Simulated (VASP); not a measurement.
# HC8 (a cell with a defect) in VASP: single point with PBE+D3(BJ)

Aim: the single point of HC8 (a cell with a defect) with PBE+D3(BJ).

All numbers are computed with VASP 6.6.1; they aren't measurements. Logs are shortened: lines on timing, memory, paths and dates and some standing lists are left out, and cuts for length are marked.

### Step 1. The cell of the first run

The cell holds a defect, 9 atoms: a = 4.402 Å, b = 4.402 Å, c = 4.402 Å, α = 68.10°, β = 68.10°, γ = 68.10°.

### Step 2. Single point, PBE+D3(BJ)

INCAR

```
  PREC = Accurate
  ENCUT = 520
  EDIFF = 1E-6
  ISMEAR = 0
  SIGMA = 0.05
  LREAL = False
  LASPH = True
  NELM = 60
  ALGO = Normal
  ISIF = 2
  LWAVE = False
  LCHARG = False
  GGA = PE
  IVDW = 12
  NBANDS = 26
```

KPOINTS

```
Automatic mesh
0
Gamma
  6 6 6
```

POSCAR

```
HC8
1.0
   -2.4649574482      1.4231438463     -3.3582191041
    2.4649574482      1.4231438463     -3.3582191041
    0.0000000000     -2.8462876925     -3.3582191041
C H
8 1
Direct
    0.3669268776      0.8179353862      0.3715536042
    0.8642303642      0.3206325647      0.3715596067
    0.3669288489      0.3206357072      0.8688616927
    0.8388163311      0.7925179146      0.8434408945
    0.6973995387      0.1595593475      0.7020304218
    0.2058541098      0.6511032283      0.7020259432
    0.6973967679      0.6511015950      0.2104822106
    0.1944960872      0.1482028441      0.1991254821
    0.7262244299     -0.3200818991      0.7308601663
```

Potentials or basis: VASP PAW PBE potentials, release 64 (C, H).

The run is started by

```console
$ cat potpaw_PBE.64/C/POTCAR potpaw_PBE.64/H/POTCAR > POTCAR
$ mpirun -np 1 vasp_std > vasp.out
```

OUTCAR:

```text
PREC = Accurate
   ENCUT = 520
   EDIFF = 1E-6
   ISMEAR = 0
   LREAL = False
   LASPH = True
   NELM = 60
   ISIF = 2
   GGA = PE
   IVDW = 12
 IVDW          = 12

 ion  position               nearest neighbor table
   1  0.367  0.818  0.372-   7 1.41   6 1.41   8 1.43
   2  0.864  0.321  0.372-   5 1.41   7 1.41   8 1.43
   3  0.367  0.321  0.869-   6 1.41   5 1.41   8 1.43
   4  0.839  0.793  0.843-   9 1.13   6 1.47   5 1.47   7 1.47
   5  0.697  0.160  0.702-   2 1.41   3 1.41   4 1.47
   6  0.206  0.651  0.702-   3 1.41   1 1.41   4 1.47
   7  0.697  0.651  0.210-   1 1.41   2 1.41   4 1.47
   8  0.194  0.148  0.199-   1 1.43   3 1.43   2 1.43
   9  0.726  0.680  0.731-   4 1.13

  LATTYP: Found a trigonal (rhomboedric) cell.
 ALAT       =     4.4021573325
 COS(alpha) =     0.3729275387

  Lattice vectors:

 A1 = (  -2.4649574482,   1.4231438463,  -3.3582191041)
 A2 = (   2.4649574482,   1.4231438463,  -3.3582191041)
 A3 = (   0.0000000000,  -2.8462876925,  -3.3582191041)

Analysis of symmetry for initial positions (statically):
=====================================================================
 Subroutine PRICEL returns:
 Original cell was already a primitive cell.

 Routine SETGRP: Setting up the symmetry group for a
 trigonal (rhombohedral) supercell.

 Subroutine GETGRP returns: Found  1 space group operations
 (whereof  1 operations were pure point group operations)
 out of a pool of 12 trial point group operations.

The static configuration has the point symmetry C_1 .

Analysis of symmetry for dynamics (positions and initial velocities):
=====================================================================
 Subroutine PRICEL returns:
 Original cell was already a primitive cell.

 Routine SETGRP: Setting up the symmetry group for a
 trigonal (rhombohedral) supercell.

 Subroutine GETGRP returns: Found  1 space group operations
 (whereof  1 operations were pure point group operations)
 out of a pool of 12 trial point group operations.

The dynamic configuration has the point symmetry C_1 .

 Subroutine INISYM returns: Found  1 space group operations
 (whereof  1 operations are pure point group operations),
 and found     1 'primitive' translations

----------------------------------------------------------------------------------------

                                     Primitive cell

  volume of cell :      70.6836

  direct lattice vectors                    reciprocal lattice vectors
    -2.464957448  1.423143846 -3.358219104    -0.202843258  0.117111610 -0.099258959
     2.464957448  1.423143846 -3.358219104     0.202843258  0.117111610 -0.099258959
     0.000000000 -2.846287692 -3.358219104     0.000000000 -0.234223219 -0.099258959

  length of vectors
     4.402157332  4.402157332  4.402157332     0.254387220  0.254387220  0.254387220

  position of ions in fractional coordinates (direct lattice)
     0.366926878  0.817935386  0.371553604
     0.864230364  0.320632565  0.371559607
     0.366928849  0.320635707  0.868861693
     0.838816331  0.792517915  0.843440894
     0.697399539  0.159559348  0.702030422
     0.205854110  0.651103228  0.702025943
     0.697396768  0.651101595  0.210482211
     0.194496087  0.148202844  0.199125482
     0.726224430  0.679918101  0.730860166

  ion indices of the primitive-cell ions
   primitive index   ion index
                 1           1
                 2           2
                 3           3
                 4           4
                 5           5
                 6           6
                 7           7
                 8           8
                 9           9

----------------------------------------------------------------------------------------

 KPOINTS: Automatic mesh

Automatic generation of k-mesh.
 Grid dimensions read from file:
 generate k-points for:    6    6    6

 Generating k-lattice:

  Cartesian coordinates                     Fractional coordinates (reciprocal lattice)
    -0.033807210  0.019518602 -0.016543160     0.166666667  0.000000000  0.000000000
     0.033807210  0.019518602 -0.016543160     0.000000000  0.166666667  0.000000000
     0.000000000 -0.039037203 -0.016543160     0.000000000  0.000000000  0.166666667

  Length of vectors
     0.042397870  0.042397870  0.042397870

  Shift w.r.t. Gamma in fractional coordinates (k-lattice)
     0.000000000  0.000000000  0.000000000

 Subroutine IBZKPT returns following result:
 ===========================================

 Found    112 irreducible k-points:

 Following reciprocal coordinates:
            Coordinates               Weight
  0.000000  0.000000  0.000000      1.000000
  0.166667 -0.000000 -0.000000      2.000000
 -0.000000  0.166667 -0.000000      2.000000
  0.000000  0.000000  0.166667      2.000000
  0.333333 -0.000000  0.000000      2.000000
 -0.000000  0.333333  0.000000      2.000000
[... 16 lines left out ...]
 -0.166667  0.500000 -0.000000      2.000000
  0.166667 -0.000000  0.500000      2.000000
 [... further k-points ...]
   k-points           NKPTS =    112   k-points in BZ     NKDIM =    112   number of bands    NBANDS=     26
   number of dos      NEDOS =    301   number of ions     NIONS =      9
   total plane-waves  NPLWV =  46656
   dimension x,y,z NGX =    36 NGY =   36 NGZ =   36
   dimension x,y,z NGXF=    72 NGYF=   72 NGZF=   72
   ions per type =               8   1
   NGX,Y,Z   is equivalent  to a cutoff of  13.60, 13.60, 13.60 a.u.
   NGXF,Y,Z  is equivalent  to a cutoff of  27.19, 27.19, 27.19 a.u.
 SYSTEM =  unknown system
   PREC   = accura    normal or accurate (medium, high low for compatibility)
   ISTART =      0    job   : 0-new  1-cont  2-samecut
   ICHARG =      2    charge: 1-file 2-atom 10-const
   ISPIN  =      1    spin polarized calculation?
   LNONCOLLINEAR =      F non collinear calculations
   LSORBIT =      F    spin-orbit coupling
   LASPH  =      T    aspherical Exc in radial PAW
   ENCUT  =  520.0 eV  38.22 Ry    6.18 a.u.   8.19  8.19  8.19*2*pi/ulx,y,z
   NELM   =     60;   NELMIN=  2; NELMDL= -5     # of ELM steps
   EDIFF  = 0.1E-05   stopping-criterion for ELM
   LREAL  =      F    real-space projection
   EDIFFG = 0.1E-04   stopping-criterion for IOM
   NSW    =      0    number of steps for IOM
   IBRION =     -1    ionic relax: 0-MD 1-quasi-New 2-CG
   NFREE  =      0    steps in history (QN), initial steepest desc. (CG)
   ISIF   =      2    stress and relaxation
   ISYM   =      2    0-nonsym 1-usesym 2-fastsym
   POTIM  = 0.5000    time-step for ionic-motion
   TEBEG  =    0.0;   TEEND  =   0.0 temperature during run
   PSTRESS=    0.0 pullay stress
   NELECT =      33.0000    total number of electrons
   NUPDOWN=      -1.0000    fix difference up-down
   EMIN   =  10.00;   EMAX   =-10.00  energy-range for DOS
   EFERMI =   0.00;   METHOD = LEGACY
   ISMEAR =     0;   SIGMA  =   0.05  broadening in eV -4-tet -1-fermi 0-gaus
   EFERMI_NEDOS =   21; number of points for ismear=-14 and -15
   IALGO  =     38    algorithm
   IMIX   =      4    mixing-type and parameters
     AMIX     =   0.40;   BMIX     =  1.00
     AMIX_MAG =   1.60;   BMIX_MAG =  1.00
  volume/ion in A,a.u.               =       7.85        53.00
  Fermi-wavevector in a.u.,A,eV,Ry     =   1.270009  2.399968 21.945132  1.612922
  Thomas-Fermi vector in A             =   2.403019
   LORBIT       =      0    0 simple, 1 ext, 2 COOP (PROOUT), +10 PAW based schemes
   GGA     = PE    functional components
   LHFCALC =     F    Hartree Fock is set to
   AEXX    =    0.0000 exact exchange contribution
   IVDW    =    12    specifies the selected vdW correction
   LEPSILON=     F    determine dielectric tensor
   LRPA    =     F    only Hartree local field effects (RPA)
 non-spin polarized calculation
 Gauss-broadening in eV      SIGMA  =   0.05
  energy-cutoff  :      520.00
  volume of cell :       70.68
 maximum number of plane-waves:      1920
 NGX is ok and might be reduce to    36
   NGX = 17   NGY = 17   NGZ = 17

 number of electron      33.0000000 magnetization

 Free energy of the ion-electron system (eV)
  ---------------------------------------------------
  ext. energy  EPLUGINS =         0.00000000
  ---------------------------------------------------
  free energy    TOTEN  =       -75.56696664 eV

  energy without entropy =      -75.56421064  energy(sigma->0) =      -75.56558864

 E-fermi :   5.1718     XC(G=0): -10.5528

 val. band max:        5.1588045834   @ k =   0.5000   0.3333   0.0000
 cond. band min:       5.2074628966   @ k =   0.0000   0.5000   0.1667
 fundamental gap:      0.0486583132
 Fermi energy:         5.1717560983

 k-point     1 :       0.0000    0.0000    0.0000
  band No.  band energies     occupation
      1     -14.8303      2.00000
      2      -9.4171      2.00000
      3      -9.3174      2.00000
      4      -9.3174      2.00000
      5      -8.3909      2.00000
      6      -8.1013      2.00000
[... 18 lines left out ...]
     25      13.2614      0.00000
     26      14.9826      0.00000

 k-point     2 :       0.1667   -0.0000   -0.0000
  band No.  band energies     occupation
      1     -14.6538      2.00000
      2     -10.6207      2.00000
      3      -9.7274      2.00000
      4      -9.6421      2.00000
      5      -7.7010      2.00000
      6      -7.5133      2.00000
[... 18 lines left out ...]
     25      13.9255      0.00000
     26      14.3675      0.00000

 k-point     3 :      -0.0000    0.1667   -0.0000
  band No.  band energies     occupation
      1     -14.6538      2.00000
      2     -10.6207      2.00000
      3      -9.7274      2.00000
      4      -9.6421      2.00000
      5      -7.7010      2.00000
      6      -7.5133      2.00000
[... 18 lines left out ...]
     25      13.9256      0.00000
     26      14.3675      0.00000

 k-point     4 :       0.0000    0.0000    0.1667
  band No.  band energies     occupation
      1     -14.6538      2.00000
      2     -10.6207      2.00000
      3      -9.7274      2.00000
      4      -9.6421      2.00000
      5      -7.7010      2.00000
      6      -7.5133      2.00000
[... 18 lines left out ...]
     25      13.9256      0.00000
     26      14.3675      0.00000

 k-point     5 :       0.3333   -0.0000    0.0000
  band No.  band energies     occupation
      1     -14.1300      2.00000
      2     -12.0673      2.00000
      3     -10.1022      2.00000
      4     -10.0124      2.00000
      5      -6.6210      2.00000
      6      -6.4051      2.00000
[... 18 lines left out ...]
     25      14.6919      0.00000
     26      14.7893      0.00000

 k-point     6 :      -0.0000    0.3333    0.0000
  band No.  band energies     occupation
      1     -14.1300      2.00000
      2     -12.0673      2.00000
      3     -10.1022      2.00000
      4     -10.0124      2.00000
      5      -6.6210      2.00000
      6      -6.4051      2.00000
[... 427 lines left out ...]
 k-point    21 :       0.5000   -0.0000   -0.1667
  band No.  band energies     occupation
      1     -13.5423      2.00000
      2     -12.6389      2.00000
      3     -11.4131      2.00000
      4      -8.8246      2.00000
      5      -7.1199      2.00000
      6      -4.8560      2.00000
[... 18 lines left out ...]
     25      14.8184      0.00000
     26      15.5224      0.00000

 k-point    22 :       0.0000    0.5000    0.1667
  band No.  band energies     occupation
      1     -13.5423      2.00000
      2     -12.6389      2.00000
      3     -11.4131      2.00000
      4      -8.8246      2.00000
      5      -7.1200      2.00000
      6      -4.8560      2.00000
[... 18 lines left out ...]
     25      14.8185      0.00000
     26      15.5247      0.00000

 k-point    23 :      -0.1667    0.5000   -0.0000
  band No.  band energies     occupation
      1     -13.5423      2.00000
      2     -12.6389      2.00000
      3     -11.4131      2.00000
      4      -8.8246      2.00000
      5      -7.1200      2.00000
      6      -4.8560      2.00000
[... 18 lines left out ...]
     25      14.8184      0.00000
     26      15.5229      0.00000

 k-point    24 :       0.1667   -0.0000    0.5000
  band No.  band energies     occupation
      1     -13.5423      2.00000
      2     -12.6389      2.00000
      3     -11.4131      2.00000
      4      -8.8246      2.00000
      5      -7.1199      2.00000
      6      -4.8560      2.00000
[... 18 lines left out ...]
     25      14.8185      0.00000
     26      15.5257      0.00000

 [... further k-points ...]

------------------------ aborting loop because EDIFF is reached ----------------------------------------

 Edisp (eV)   -1.34329

 E8    (eV) :    -0.3739

  FORCE on cell =-STRESS in cart. coord.  units (eV):
  Direction    XX          YY          ZZ          XY          YZ          ZX
  --------------------------------------------------------------------------------------
  -------------------------------------------------------------------------------------
  Total       3.41555     3.41561     0.42159    -0.00018     0.00018     0.00026
  in kB      77.41983    77.42119     9.55621    -0.00409     0.00407     0.00593
  external pressure =       54.80 kB  Pullay stress =        0.00 kB

 VOLUME and BASIS-vectors are now :
 -----------------------------------------------------------------------------
  energy-cutoff  :      520.00
  volume of cell :       70.68
      direct lattice vectors                 reciprocal lattice vectors
    -2.464957448  1.423143846 -3.358219104    -0.202843258  0.117111610 -0.099258959
     2.464957448  1.423143846 -3.358219104     0.202843258  0.117111610 -0.099258959
     0.000000000 -2.846287692 -3.358219104     0.000000000 -0.234223219 -0.099258959

 POSITION                                       TOTAL-FORCE (eV/Angst)
 -----------------------------------------------------------------------------------
      1.11172      0.62868     -5.22679         0.006103      0.003393     -0.001653
     -1.33995      0.62866     -5.22681        -0.006123      0.003885     -0.001489
     -0.11411     -1.49453     -5.22682        -0.000156     -0.007153     -0.001359
     -0.11412     -0.07905     -8.31084         0.000314     -0.000498     -0.011693
     -1.32575     -0.77860     -5.23543        -0.008627     -0.004839     -0.004636
      1.09752     -0.77859     -5.23541         0.008525     -0.004830     -0.004844
     -0.11412      1.32001     -5.23540        -0.000192      0.010013     -0.004983
     -0.11411     -0.07906     -1.81957         0.000015     -0.000131      0.001449
     -0.11414     -0.07910     -7.17652         0.000141      0.000160      0.029208
 -----------------------------------------------------------------------------------
    total drift:                               -0.000193      0.000184     -0.000185

  FREE ENERGIE OF THE ION-ELECTRON SYSTEM (eV)
  ---------------------------------------------------
  free  energy   TOTEN  =       -76.9102600875 eV

  energy  without entropy=      -76.9075040864  energy(sigma->0) =      -76.90888209
```

It took 3.3 min on 1 thread of AMD EPYC 7R13 (Zen 3), shared host; peak memory 0.27 GiB.

What came out:

* Free energy: -76.9103 eV
* Pressure: 5.5 GPa
* Largest force: 0.029 eV/Å
* Dispersion energy per atom: -0.149 eV

Forces on the atoms (eV/Å):
```
C    0.006  0.003 -0.002
C   -0.006  0.004 -0.001
C    0.000 -0.007 -0.001
C    0.000  0.000 -0.012
C   -0.009 -0.005 -0.005
C    0.009 -0.005 -0.005
C    0.000  0.010 -0.005
C    0.000  0.000  0.001
H    0.000  0.000  0.029
```
